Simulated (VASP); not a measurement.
# Sc (P6/mmm) in VASP: notebook, part 2 of 2

VASP 6.6.1. The steps go on from the part before.

### 3 Single point, LDA (volume scaled by 0.88)

The input, INCAR:

```
SYSTEM = Sc
  ALGO = Normal
  EDIFF = 1E-6
  ENCUT = 520
  GGA = CA
  ISIF = 2
  ISMEAR = -1
  LASPH = .True.
  LCHARG = .False.
  LREAL = .False.
  LWAVE = .False.
  NBANDS = 24
  NELM = 60
  PREC = Accurate
  SIGMA = 0.1
```

The input, KPOINTS:

```
k-points
0
Gamma
  8 8 11
  0 0 0
```

The input, POSCAR:

```
Sc
1.0
    4.7635246342      0.0000000000      0.0000000000
   -2.3817623171      4.1253333448      0.0000000000
    0.0000000000      0.0000000000      3.0038450687
Sc
3
Direct
    0.0000000000      1.0000000000      0.0000000000
    0.3333333333      0.6666666667      0.5000000000
    0.6666666667      0.3333333333      0.5000000000
```

Potentials or basis: VASP PAW LDA potentials, release 64 (Sc_sv).

Run with:

```sh
> cat potpaw_LDA.64/Sc_sv/POTCAR > POTCAR
> mpirun -np 1 vasp_std > vasp.out
```

OUTCAR:

```text
SYSTEM = Sc
   EDIFF = 1E-6
   ENCUT = 520
   GGA = CA
   ISIF = 2
   ISMEAR = -1
   LASPH = .True.
   LREAL = .False.
   NELM = 60
   PREC = Accurate

 ion  position               nearest neighbor table
   1  0.000  0.000  0.000-   2 3.13   3 3.13   2 3.13   3 3.13   3 3.13   3 3.13   2 3.13   2 3.13
                             3 3.13   3 3.13   2 3.13   2 3.13
   2  0.333  0.667  0.500-   3 2.75   3 2.75   3 2.75   1 3.13   1 3.13   1 3.13   1 3.13   1 3.13
                             1 3.13
   3  0.667  0.333  0.500-   2 2.75   2 2.75   2 2.75   1 3.13   1 3.13   1 3.13   1 3.13   1 3.13
                             1 3.13

  LATTYP: Found a hexagonal cell.
 ALAT       =     4.7635246342
 C/A-ratio  =     0.6305929536

  Lattice vectors:

 A1 = (   4.7635246342,   0.0000000000,   0.0000000000)
 A2 = (  -2.3817623171,   4.1253333448,   0.0000000000)
 A3 = (   0.0000000000,   0.0000000000,   3.0038450687)

Analysis of symmetry for initial positions (statically):
=====================================================================
 Subroutine PRICEL returns:
 Original cell was already a primitive cell.

 Routine SETGRP: Setting up the symmetry group for a
 hexagonal supercell.

 Subroutine GETGRP returns: Found 24 space group operations
 (whereof 24 operations were pure point group operations)
 out of a pool of 24 trial point group operations.

The static configuration has the point symmetry D_6h.

Analysis of symmetry for dynamics (positions and initial velocities):
=====================================================================
 Subroutine PRICEL returns:
 Original cell was already a primitive cell.

 Routine SETGRP: Setting up the symmetry group for a
 hexagonal supercell.

 Subroutine GETGRP returns: Found 24 space group operations
 (whereof 24 operations were pure point group operations)
 out of a pool of 24 trial point group operations.

The dynamic configuration has the point symmetry D_6h.

[... 111 lines left out ...]
   NELECT =      33.0000    total number of electrons
   NUPDOWN=      -1.0000    fix difference up-down
   EMIN   =  10.00;   EMAX   =-10.00  energy-range for DOS
   EFERMI =   0.00;   METHOD = LEGACY
   ISMEAR =    -1;   SIGMA  =   0.10  broadening in eV -4-tet -1-fermi 0-gaus
   EFERMI_NEDOS =   21; number of points for ismear=-14 and -15
   IALGO  =     38    algorithm
   IMIX   =      4    mixing-type and parameters
     AMIX     =   0.40;   BMIX     =  1.00
     AMIX_MAG =   1.60;   BMIX_MAG =  1.00
  volume/ion in A,a.u.               =      19.68       132.78
  Fermi-wavevector in a.u.,A,eV,Ry     =   1.348625  2.548531 24.746125  1.818789
  Thomas-Fermi vector in A             =   2.476278
   LORBIT       =      0    0 simple, 1 ext, 2 COOP (PROOUT), +10 PAW based schemes
   GGA     = CA    functional components
   LHFCALC =     F    Hartree Fock is set to
   AEXX    =    0.0000 exact exchange contribution
   IVDW    =     0    specifies the selected vdW correction
   LEPSILON=     F    determine dielectric tensor
   LRPA    =     F    only Hartree local field effects (RPA)
 non-spin polarized calculation
  energy-cutoff  :      520.00
  volume of cell :       59.03
 maximum number of plane-waves:      1619
 NGX is ok and might be reduce to    36
   NGX = 17   NGY = 17   NGZ = 11

 number of electron      32.9999997 magnetization

 Free energy of the ion-electron system (eV)
  ---------------------------------------------------
  ext. energy  EPLUGINS =         0.00000000
  ---------------------------------------------------
  free energy    TOTEN  =       -19.88219658 eV

  energy without entropy =      -19.71738782  energy(sigma->0) =      -19.79979220

 E-fermi :   4.7994     XC(G=0): -11.1069

 val. band max:        4.7916221929   @ k =   0.3750  -0.0000   0.2727
 cond. band min:       4.8032996232   @ k =   0.2500   0.1250   0.2727
 fundamental gap:      0.0116774303
 Fermi energy:         4.7994310058

 k-point     1 :       0.0000    0.0000    0.0000
  band No.  band energies     occupation
      1     -43.4687      2.00000
      2     -43.2643      2.00000
      3     -43.2067      2.00000
      4     -22.7258      2.00000
      5     -22.7258      2.00000
      6     -22.4739      2.00000
[... 637 lines left out ...]
     23       7.4976      0.00000
     24       8.1179      0.00000

 [... further k-points ...]
[... 5 lines left out ...]
  --------------------------------------------------------------------------------------
  -------------------------------------------------------------------------------------
  Total        3.5055825      3.5055825      3.3924755      0.0000000     -0.0000000      0.0000000
  in kB       95.1493414     95.1493414     92.0793648      0.0000000     -0.0000000      0.0000000
  external PRESSURE =      94.1260158 kB  Pullay stress =       0.0000000 kB

 VOLUME and BASIS-vectors are now :
 -----------------------------------------------------------------------------
  energy-cutoff  :      520.00
  volume of cell :       59.03
      direct lattice vectors                 reciprocal lattice vectors
     4.763524634  0.000000000  0.000000000     0.209928588  0.121202327  0.000000000
    -2.381762317  4.125333345  0.000000000     0.000000000  0.242404653  0.000000000
     0.000000000  0.000000000  3.003845069     0.000000000  0.000000000  0.332906650

 POSITION                                       TOTAL-FORCE (eV/Angst)
 -----------------------------------------------------------------------------------
      0.00000      0.00000      0.00000         0.000000      0.000000     -0.000000
     -0.00000      2.75022      1.50192        -0.000000      0.000000      0.000000
      2.38176      1.37511      1.50192         0.000000     -0.000000     -0.000000
 -----------------------------------------------------------------------------------
    total drift:                                0.000000      0.000000     -0.000000

  FREE ENERGIE OF THE ION-ELECTRON SYSTEM (eV)
  ---------------------------------------------------
  free  energy   TOTEN  =       -19.8821965822 eV

  energy  without entropy=      -19.7173878165  energy(sigma->0) =      -19.79979220
```

OSZICAR:

```text
N       E                     dE             d eps       ncg     rms          rms(c)
DAV:   1     0.536105405205E+03    0.53611E+03   -0.14040E+04  2904   0.152E+03
DAV:   2     0.293214297395E+01   -0.53317E+03   -0.52397E+03  3840   0.674E+02
DAV:   3    -0.207322054262E+02   -0.23664E+02   -0.22349E+02  4512   0.195E+02
DAV:   4    -0.215108059663E+02   -0.77860E+00   -0.74856E+00  4832   0.320E+01
DAV:   5    -0.215314298651E+02   -0.20624E-01   -0.20578E-01  4632   0.638E+00    0.122E+01
DAV:   6    -0.201189132434E+02    0.14125E+01   -0.29033E+00  4032   0.195E+01    0.405E+00
DAV:   7    -0.199037273346E+02    0.21519E+00   -0.74922E-01  4336   0.979E+00    0.876E-01
DAV:   8    -0.198904445384E+02    0.13283E-01   -0.43196E-02  4776   0.324E+00    0.539E-01
DAV:   9    -0.198822643308E+02    0.81802E-02   -0.16627E-02  4848   0.178E+00    0.125E-01
DAV:  10    -0.198821813719E+02    0.82959E-04   -0.14900E-03  4648   0.526E-01    0.215E-02
DAV:  11    -0.198821942668E+02   -0.12895E-04   -0.53686E-05  5224   0.993E-02    0.956E-03
DAV:  12    -0.198821962494E+02   -0.19826E-05   -0.45279E-06  3768   0.287E-02    0.348E-03
DAV:  13    -0.198821965822E+02   -0.33279E-06   -0.33750E-07  2728   0.974E-03
   1 F= -.19882197E+02 E0= -.19799792E+02  d E =-.164809E+00
```

stdout:

```text
POSCAR found type information on POSCAR Sc
 POSCAR found :  1 types and       3 ions
 scaLAPACK will be used
 LDA part: xc-table for (Slater(with rela. corr.)+CA(PZ))
 , standard interpolation
 POSCAR, INCAR and KPOINTS ok, starting setup
 FFT: planning ... GRIDC
 FFT: planning ... GRID_SOFT
 FFT: planning ... GRID
 WAVECAR not read
 entering main loop
```

It took 62 s on 1 thread of AMD EPYC 7R43 (Zen 3), shared host; peak memory 0.16 GiB.

What came out:

- Free energy: -19.8822 eV
- Pressure: 9.4 GPa

Levels at points of the mesh, in eV from the Fermi level:
```tsv
k point	band 13	band 14	band 15	band 16	band 17	band 18	band 19	band 20
(0.00, 0.00, 0.00)	-5.30	-1.16	0.12	0.12	0.15	0.15	0.88	1.89
(0.50, 0.00, 0.00)	-2.98	-2.86	-1.89	0.43	0.59	0.61	1.10	1.57
```

### 4 Single point, LDA (volume scaled by 0.92)

The input, INCAR:

```
SYSTEM = Sc
PREC = Accurate
ENCUT = 520
EDIFF = 1E-6
ISMEAR = -1
SIGMA = 0.1
LREAL = .FALSE.
LASPH = .TRUE.
NELM = 100
ALGO = Normal
ISIF = 2
LWAVE = .FALSE.
LCHARG = .TRUE.
GGA = CA
LELF = .TRUE.
LVHAR = .TRUE.
NBANDS = 24
```

The input, KPOINTS:

```
regular mesh
0
G
  8 8 11
  0 0 0
```

The input, POSCAR:

```
Sc
1.0
    4.8346325002      0.0000000000      0.0000000000
   -2.4173162501      4.1869145632      0.0000000000
    0.0000000000      0.0000000000      3.0486851879
Sc
3
Direct
    0.0000000000      1.0000000000      0.0000000000
    0.3333333333      0.6666666667      0.5000000000
    0.6666666667      0.3333333333      0.5000000000
```

Run with:

```sh
> cat potpaw_LDA.64/Sc_sv/POTCAR > POTCAR
> mpirun -np 1 vasp_std > vasp.out
```

It took 63 s on 1 thread of AMD EPYC 7R43 (Zen 3), shared host; peak memory 0.16 GiB.

It converged, with:

| Property | Result |
| --- | --- |
| Free energy | -20.0096 eV |
| Pressure | 5.8 GPa |

Stress tensor (GPa, compression positive):
```
5.82 0.00 0.00
0.00 5.82 0.00
0.00 0.00 5.67
```

Levels at points of the mesh, in eV from the Fermi level:
| k point | band 12 | band 13 | band 14 | band 15 | band 16 | band 17 | band 18 | band 19 | band 20 | band 21 |
| --- | --- | --- | --- | --- | --- | --- | --- | --- | --- | --- |
| (0.00, 0.00, 0.00) | -26.89 | -5.26 | -1.08 | 0.09 | 0.09 | 0.11 | 0.11 | 0.84 | 1.82 | 2.35 |
| (0.50, 0.00, 0.00) | -26.94 | -3.00 | -2.90 | -1.82 | 0.44 | 0.59 | 0.62 | 1.08 | 1.39 | 1.59 |

### 5 The runs side by side

```tsv
cell	k mesh	gap on the mesh (eV)	pressure (GPa)
a = 4.971, b = 4.971, c = 3.135 Å, angles 90.0, 90.0, 120.0°, 3 atoms	7 × 7 × 10	none	0.1
a = 4.764, b = 4.764, c = 3.004 Å, angles 90.0, 90.0, 120.0°, 3 atoms	8 × 8 × 11	none	9.4
a = 4.835, b = 4.835, c = 3.049 Å, angles 90.0, 90.0, 120.0°, 3 atoms	8 × 8 × 11	none	5.8
```

Alike in all rows: task single point; level LDA; potentials or basis VASP PAW LDA potentials, release 64 (Sc_sv); no spin polarisation; cutoff (eV) 520; smearing fermi-dirac 0.1 eV.

Total energies depend on the potentials used, so only differences within one code and one set of settings carry meaning.
